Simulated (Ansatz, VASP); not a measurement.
# Two plane-wave programs on Pd

```
CELL_PARAMETERS angstrom
2.79837 0.00000 0.00000
-1.39918 2.42346 0.00000
0.00000 0.00000 4.53336
ATOMIC_POSITIONS crystal
Pd 0.25333 0.62667 0.19000
Pd 0.74667 0.37333 0.81000
```

Change from the starting cell: shortest bond scaled by 0.76, PAW files.

Alike in both runs: task electric field gradients; functional PBEsol; k mesh 12 × 12 × 7; occupations fermi-dirac, width 0.05 eV; no spin polarisation.

|  | VASP | Ansatz |
| --- | --- | --- |
| version | VASP 6.6.1 | Ansatz 0.2.0 |
| potentials or method | VASP PAW PBE potentials, release 64 (Pd) | PAW with Ansatz's default frozen-core files, scalar-relativistic |
| plane-wave cutoff (eV) | 520 | 420 |
| valence electrons in the cell | 20 | 36 |

```csv
,VASP,Ansatz,Ansatz less VASP
pressure (GPa),30.7,32.8,+2.09
"traceless stress, the component that is largest in VASP (GPa)",25.53,27.72,+2.195
rms of the force components (eV/Å),5.122,5.414,+0.2922
size of Vzz on the site where it differs most (V/Å²),73.8,139.0,+65.14
```

VASP's potentials were made for PBE, not for PBEsol. Atom by atom the forces differ by 0.298 eV/Å (rms over components). Both programs put the cell under a high pressure, so it lies far from rest at this level. VASP's potentials hold 20 valence electrons a cell and Ansatz's 36, so a difference there can come from the potentials and not from the codes.
